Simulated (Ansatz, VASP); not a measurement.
## CuI: VASP beside Ansatz

```
CELL_PARAMETERS angstrom
4.00670 0.00000 0.00000
0.00000 4.00670 0.00000
0.00000 0.00000 6.41772
ATOMIC_POSITIONS crystal
I 0.00000 0.50000 0.74303
I 0.50000 0.00000 0.25697
Cu 0.00000 0.00000 0.00000
Cu 0.50000 0.50000 0.00000
```

Change from the starting cell: volume scaled by 0.94.

Alike in both runs: task single point; functional LDA; k mesh 7 × 7 × 4; occupations fermi-dirac, width 0.05 eV; no spin polarisation.

|  | VASP | Ansatz |
| --- | --- | --- |
| version | VASP 6.6.1 | Ansatz 0.2.0 |
| potentials or method | VASP PAW LDA potentials, release 64 (I, Cu), cutoff 520 eV | all-electron LAPW, scalar-relativistic |

VASP gave:

* gap on the k mesh at the Fermi level (eV): 1.56
* least direct gap on the mesh (eV): 1.56
* pressure (GPa): -0.5
* traceless stress, the component that is largest in VASP (GPa): 0.24
* rms of the force components (eV/Å): 0.038

Problem. Estimate Ansatz's values.

Solution. gap on the k mesh at the Fermi level (eV): 1.52; least direct gap on the mesh (eV): 1.52; pressure (GPa): -0.8; traceless stress, the component that is largest in VASP (GPa): 0.27; rms of the force components (eV/Å): 0.029.

LDA's correlation is that of Perdew and Zunger in VASP and of Perdew and Wang (1992) in Ansatz. Atom by atom the forces differ by 0.008 eV/Å (rms over components). Ansatz ran all-electron here, and VASP with PAW potentials.

Spin-orbit coupling is off throughout.
